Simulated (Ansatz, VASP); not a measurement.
# Two plane-wave programs on WSe2

The input INCAR:

```
SYSTEM = WSe2
  ALGO = Normal
  EDIFF = 1E-6
  ENCUT = 520
  GGA = PE
  ISIF = 2
  ISMEAR = 0
  LASPH = .True.
  LCHARG = .False.
  LREAL = .False.
  LWAVE = .False.
  NBANDS = 35
  NELM = 80
  PREC = Accurate
  SIGMA = 0.02
```

File KPOINTS:

```
k-points
0
Gamma
  12 12 2
  0 0 0
```

POSCAR

```
WSe2
1.0
    3.2213570789      0.0000000000      0.0000000000
   -1.6106785395      2.7897770650      0.0000000000
    0.0000000000      0.0000000000     15.5897813239
W Se
2 4
Direct
    0.6666666667      0.3333333333      0.7500000000
    0.3333333333      0.6666666667      0.2500000000
    0.3333333333      0.6666666667      0.8600830398
    0.6666666667      0.3333333333      0.3600830398
    0.3333333333      0.6666666667      0.6399169602
    0.6666666667      0.3333333333      0.1399169602
```

Input for Ansatz:

```yaml
crystal:
  lattice:
    - [3.2213570789, 0.0, 0.0]
    - [-1.6106785395, 2.789777065, 0.0]
    - [0.0, 0.0, 15.5897813239]
  atoms:
    - { symbol: W, position: [0.6666666667, 0.3333333333, 0.75] }
    - { symbol: W, position: [0.3333333333, 0.6666666667, 0.25] }
    - { symbol: Se, position: [0.3333333333, 0.6666666667, 0.8600830398] }
    - { symbol: Se, position: [0.6666666667, 0.3333333333, 0.3600830398] }
    - { symbol: Se, position: [0.3333333333, 0.6666666667, 0.6399169602] }
    - { symbol: Se, position: [0.6666666667, 0.3333333333, 0.1399169602] }
basis:
  ecutwfc: 420
kpoints:
  mp_grid: { grid: [12, 12, 2] }
  band_path: { path: [VBM, CBM], npoints: 2 }
hamiltonian:
  xc: pbe
scf:
  occupations: { method: gaussian, width: 0.02 }
output:
  forces: true
  stress: true
  eigenvalues: true
checkpoint:
  read: start.run
  write: ck
  compress: false
  write_wavefunctions: false
  write_every: 100000
```

Alike in both runs: task single point; functional PBE; k mesh 12 × 12 × 2; occupations gaussian, width 0.02 eV; no spin polarisation.

```csv
,VASP,Ansatz
version,VASP 6.6.1,Ansatz 0.2.0
potentials or method,"VASP PAW PBE potentials, release 64 (W_sv, Se), cutoff 520 eV","scalar-relativistic, plane waves, PAW"
valence electrons in the cell,52,92
```

Ansatz gave:

- gap on the k mesh at the Fermi level (eV): 1.31
- least direct gap on the mesh (eV): 1.95
- pressure (GPa): 4.1
- traceless stress, the component that is largest in VASP (GPa): -4.13
- rms of the force components (eV/Å): 0.000

Problem. What did VASP give for the same quantities?

Solution. gap on the k mesh at the Fermi level (eV): 1.31; least direct gap on the mesh (eV): 1.94; pressure (GPa): 4.4; traceless stress, the component that is largest in VASP (GPa): -4.05; rms of the force components (eV/Å): 0.023.

Atom by atom the forces differ by 0.023 eV/Å (rms over components). VASP's potentials hold 52 valence electrons a cell and Ansatz's 92, so a difference there can come from the potentials and not from the codes.

Spin-orbit coupling is off throughout.
